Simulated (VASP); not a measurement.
# Ta (Im-3m) in VASP: a series of runs, part 2 of 3

VASP 6.6.1.

## 3. Single point, PBE

This run uses another cell than the first one, of 13.08 Å³/atom.

File INCAR:

```
  PREC = Accurate
  ENCUT = 520
  EDIFF = 1E-6
  ISMEAR = -1
  SIGMA = 0.1
  LREAL = F
  LASPH = T
  NELM = 60
  ALGO = Normal
  ISIF = 2
  LWAVE = F
  LCHARG = F
  GGA = PE
  NBANDS = 12
```

File KPOINTS:

```
Automatic mesh
0
Gamma
  18 18 18
```

File POSCAR:

```
Ta
1.0
   -1.4840990648      1.4840990648      1.4840990648
    1.4840990648     -1.4840990648      1.4840990648
    1.4840990648      1.4840990648     -1.4840990648
Ta
1
Direct
    0.0000000000      0.0000000000      0.0000000000
```

Potentials or basis: VASP PAW PBE potentials, release 64 (Ta_pv).

On the command line:

```console
cat potpaw_PBE.64/Ta_pv/POTCAR > POTCAR
mpirun -np 1 vasp_std > vasp.out
```

OUTCAR:

```text
PREC = Accurate
   ENCUT = 520
   EDIFF = 1E-6
   ISMEAR = -1
   LREAL = F
   LASPH = T
   NELM = 60
   ISIF = 2
   GGA = PE

 ion  position               nearest neighbor table
   1  0.000  0.000  0.000-

  LATTYP: Found a body centered cubic cell.
 ALAT       =     2.9681981296

  Lattice vectors:

 A1 = (  -1.4840990648,   1.4840990648,   1.4840990648)
 A2 = (   1.4840990648,  -1.4840990648,   1.4840990648)
 A3 = (   1.4840990648,   1.4840990648,  -1.4840990648)

Analysis of symmetry for initial positions (statically):
=====================================================================
 Subroutine PRICEL returns:
 Original cell was already a primitive cell.

 Routine SETGRP: Setting up the symmetry group for a
 body centered cubic supercell.

 Subroutine GETGRP returns: Found 48 space group operations
 (whereof 48 operations were pure point group operations)
 out of a pool of 48 trial point group operations.

The static configuration has the point symmetry O_h .

Analysis of symmetry for dynamics (positions and initial velocities):
=====================================================================
 Subroutine PRICEL returns:
 Original cell was already a primitive cell.

 Routine SETGRP: Setting up the symmetry group for a
 body centered cubic supercell.

 Subroutine GETGRP returns: Found 48 space group operations
 (whereof 48 operations were pure point group operations)
 out of a pool of 48 trial point group operations.

The dynamic configuration has the point symmetry O_h .

 Subroutine INISYM returns: Found 48 space group operations
 (whereof 48 operations are pure point group operations),
 and found     1 'primitive' translations

----------------------------------------------------------------------------------------

                                     Primitive cell

  volume of cell :      13.0752

  direct lattice vectors                    reciprocal lattice vectors
    -1.484099065  1.484099065  1.484099065     0.000000000  0.336904734  0.336904734
     1.484099065 -1.484099065  1.484099065     0.336904734  0.000000000  0.336904734
     1.484099065  1.484099065 -1.484099065     0.336904734  0.336904734  0.000000000

  length of vectors
     2.570534984  2.570534984  2.570534984     0.476455243  0.476455243  0.476455243

  position of ions in fractional coordinates (direct lattice)
     0.000000000  0.000000000  0.000000000

  ion indices of the primitive-cell ions
   primitive index   ion index
                 1           1

----------------------------------------------------------------------------------------

 KPOINTS: Automatic mesh

Automatic generation of k-mesh.
 Grid dimensions read from file:
 generate k-points for:   18   18   18

 Generating k-lattice:

  Cartesian coordinates                     Fractional coordinates (reciprocal lattice)
     0.000000000  0.018716930  0.018716930     0.055555556  0.000000000  0.000000000
     0.018716930  0.000000000  0.018716930     0.000000000  0.055555556  0.000000000
     0.018716930  0.018716930  0.000000000     0.000000000  0.000000000  0.055555556

  Length of vectors
     0.026469736  0.026469736  0.026469736

  Shift w.r.t. Gamma in fractional coordinates (k-lattice)
     0.000000000  0.000000000  0.000000000

 Subroutine IBZKPT returns following result:
 ===========================================

 Found    195 irreducible k-points:

 Following reciprocal coordinates:
            Coordinates               Weight
  0.000000  0.000000  0.000000      1.000000
  0.055556  0.000000  0.000000     12.000000
  0.111111  0.000000  0.000000     12.000000
  0.166667  0.000000  0.000000     12.000000
  0.222222  0.000000  0.000000     12.000000
  0.277778  0.000000  0.000000     12.000000
[... 16 lines left out ...]
  0.333333  0.111111  0.000000     48.000000
  0.388889  0.111111  0.000000     48.000000
 [... further k-points ...]
   k-points           NKPTS =    195   k-points in BZ     NKDIM =    195   number of bands    NBANDS=     12
   number of dos      NEDOS =    301   number of ions     NIONS =      1
   total plane-waves  NPLWV =   8000
   dimension x,y,z NGX =    20 NGY =   20 NGZ =   20
   dimension x,y,z NGXF=    40 NGYF=   40 NGZF=   40
   ions per type =               1
   NGX,Y,Z   is equivalent  to a cutoff of  12.93, 12.93, 12.93 a.u.
   NGXF,Y,Z  is equivalent  to a cutoff of  25.87, 25.87, 25.87 a.u.
 SYSTEM =  unknown system
   PREC   = accura    normal or accurate (medium, high low for compatibility)
   ISTART =      0    job   : 0-new  1-cont  2-samecut
   ICHARG =      2    charge: 1-file 2-atom 10-const
   ISPIN  =      1    spin polarized calculation?
   LNONCOLLINEAR =      F non collinear calculations
   LSORBIT =      F    spin-orbit coupling
   LASPH  =      T    aspherical Exc in radial PAW
   ENCUT  =  520.0 eV  38.22 Ry    6.18 a.u.   4.78  4.78  4.78*2*pi/ulx,y,z
   NELM   =     60;   NELMIN=  2; NELMDL= -5     # of ELM steps
   EDIFF  = 0.1E-05   stopping-criterion for ELM
   LREAL  =      F    real-space projection
   EDIFFG = 0.1E-04   stopping-criterion for IOM
   NSW    =      0    number of steps for IOM
   IBRION =     -1    ionic relax: 0-MD 1-quasi-New 2-CG
   NFREE  =      0    steps in history (QN), initial steepest desc. (CG)
   ISIF   =      2    stress and relaxation
   ISYM   =      2    0-nonsym 1-usesym 2-fastsym
   POTIM  = 0.5000    time-step for ionic-motion
   TEBEG  =    0.0;   TEEND  =   0.0 temperature during run
   PSTRESS=    0.0 pullay stress
   NELECT =      11.0000    total number of electrons
   NUPDOWN=      -1.0000    fix difference up-down
   EMIN   =  10.00;   EMAX   =-10.00  energy-range for DOS
   EFERMI =   0.00;   METHOD = LEGACY
   ISMEAR =    -1;   SIGMA  =   0.10  broadening in eV -4-tet -1-fermi 0-gaus
   EFERMI_NEDOS =   21; number of points for ismear=-14 and -15
   IALGO  =     38    algorithm
   IMIX   =      4    mixing-type and parameters
     AMIX     =   0.40;   BMIX     =  1.00
     AMIX_MAG =   1.60;   BMIX_MAG =  1.00
  volume/ion in A,a.u.               =      13.08        88.24
  Fermi-wavevector in a.u.,A,eV,Ry     =   1.545454  2.920485 32.496550  2.388429
  Thomas-Fermi vector in A             =   2.650831
   LORBIT       =      0    0 simple, 1 ext, 2 COOP (PROOUT), +10 PAW based schemes
   GGA     = PE    functional components
   LHFCALC =     F    Hartree Fock is set to
   AEXX    =    0.0000 exact exchange contribution
   IVDW    =     0    specifies the selected vdW correction
   LEPSILON=     F    determine dielectric tensor
   LRPA    =     F    only Hartree local field effects (RPA)
 non-spin polarized calculation
  energy-cutoff  :      520.00
  volume of cell :       13.08
 maximum number of plane-waves:       370
   NGX =  9   NGY =  9   NGZ =  9

 number of electron      11.0000001 magnetization

 Free energy of the ion-electron system (eV)
  ---------------------------------------------------
  ext. energy  EPLUGINS =         0.00000000
  ---------------------------------------------------
  free energy    TOTEN  =       -10.28802395 eV

  energy without entropy =      -10.25444545  energy(sigma->0) =      -10.27123470

 E-fermi :   8.5035     XC(G=0): -14.3499

 val. band max:        8.4891032305   @ k =   0.2778   0.1667   0.1667
 cond. band min:       8.5069521529   @ k =  -0.3889  -0.4444   0.0556
 fundamental gap:      0.0178489224
 Fermi energy:         8.5034684255

 k-point     1 :       0.0000    0.0000    0.0000
  band No.  band energies     occupation
      1     -23.3418      2.00000
      2     -23.3418      2.00000
      3     -23.3418      2.00000
      4      -0.5135      2.00000
      5       8.9786      0.01713
      6       8.9786      0.01713
      7       8.9786      0.01713
      8      13.5047      0.00000
      9      13.5047      0.00000
     10      24.9731      0.00000
     11      24.9731      0.00000
     12      24.9731      0.00000

 k-point     2 :       0.0556    0.0000    0.0000
  band No.  band energies     occupation
      1     -23.4546      2.00000
      2     -23.3731      2.00000
      3     -23.3433      2.00000
      4      -0.2978      2.00000
      5       8.8349      0.07018
      6       8.9419      0.02463
      7       9.1859      0.00217
      8      13.2414      0.00000
      9      13.4972      0.00000
     10      24.1134      0.00000
     11      25.1806      0.00000
     12      25.3177      0.00000
[... 316 lines left out ...]
 k-point    24 :       0.3889    0.1111    0.0000
  band No.  band energies     occupation
      1     -26.2805      2.00000
      2     -24.4107      2.00000
      3     -23.5327      2.00000
      4       2.9901      2.00000
      5       5.8642      2.00000
      6      10.4720      0.00000
      7      13.4814      0.00000
      8      15.5507      0.00000
      9      19.8993      0.00000
     10      23.4715      0.00000
     11      24.0843      0.00000
     12      25.9122      0.00000

 [... further k-points ...]
[... 5 lines left out ...]
  --------------------------------------------------------------------------------------
  -------------------------------------------------------------------------------------
  Total       10.0581772     10.0581772     10.0581772      0.0000000     -0.0000000     -0.0000000
  in kB     1232.4837463   1232.4837463   1232.4837463      0.0000000     -0.0000000     -0.0000000
  external PRESSURE =    1232.4837463 kB  Pullay stress =       0.0000000 kB

 VOLUME and BASIS-vectors are now :
 -----------------------------------------------------------------------------
  energy-cutoff  :      520.00
  volume of cell :       13.08
      direct lattice vectors                 reciprocal lattice vectors
    -1.484099065  1.484099065  1.484099065     0.000000000  0.336904734  0.336904734
     1.484099065 -1.484099065  1.484099065     0.336904734  0.000000000  0.336904734
     1.484099065  1.484099065 -1.484099065     0.336904734  0.336904734  0.000000000

 POSITION                                       TOTAL-FORCE (eV/Angst)
 -----------------------------------------------------------------------------------
      0.00000      0.00000      0.00000         0.000000      0.000000      0.000000
 -----------------------------------------------------------------------------------
    total drift:                                0.000000      0.000000      0.000000

  FREE ENERGIE OF THE ION-ELECTRON SYSTEM (eV)
  ---------------------------------------------------
  free  energy   TOTEN  =       -10.2880239480 eV

  energy  without entropy=      -10.2544454486  energy(sigma->0) =      -10.27123470
```

OSZICAR:

```text
N       E                     dE             d eps       ncg     rms          rms(c)
DAV:   1     0.631941734931E+02    0.63194E+02   -0.61602E+03  4732   0.927E+02
DAV:   2    -0.969499003101E+01   -0.72889E+02   -0.70922E+02  5160   0.259E+02
DAV:   3    -0.106001346631E+02   -0.90514E+00   -0.89678E+00  5452   0.268E+01
DAV:   4    -0.106015878016E+02   -0.14531E-02   -0.14530E-02  5008   0.118E+00
DAV:   5    -0.106015903032E+02   -0.25017E-05   -0.25022E-05  5344   0.469E-02    0.239E+01
DAV:   6    -0.103796573237E+02    0.22193E+00   -0.11715E-01  5116   0.390E+00    0.131E+01
DAV:   7    -0.102891400653E+02    0.90517E-01   -0.13565E-01  5236   0.408E+00    0.465E-01
DAV:   8    -0.102880262847E+02    0.11138E-02   -0.32973E-03  4852   0.666E-01    0.826E-02
DAV:   9    -0.102880277459E+02   -0.14611E-05   -0.21696E-05  5392   0.566E-02    0.283E-02
DAV:  10    -0.102880240365E+02    0.37093E-05   -0.14823E-06  3468   0.153E-02    0.207E-03
DAV:  11    -0.102880239480E+02    0.88556E-07   -0.57286E-08  2508   0.313E-03
   1 F= -.10288024E+02 E0= -.10271235E+02  d E =-.335785E-01
```

Wall time 25 s (1 thread of Intel Xeon 8259CL, shared host); peak memory 0.15 GiB.

What came out:

```yaml
Free_energy: -10.2880 eV
Pressure: 123.2 GPa
Band_gap_on_the_k_mesh: zero (an odd number of electrons rules out a gap without spin polarisation)
```

Caveat: the cell stands under pressure; spin-orbit coupling is left out, which moves the levels of the heavy elements.

(Part 2 of 3 ends here.)
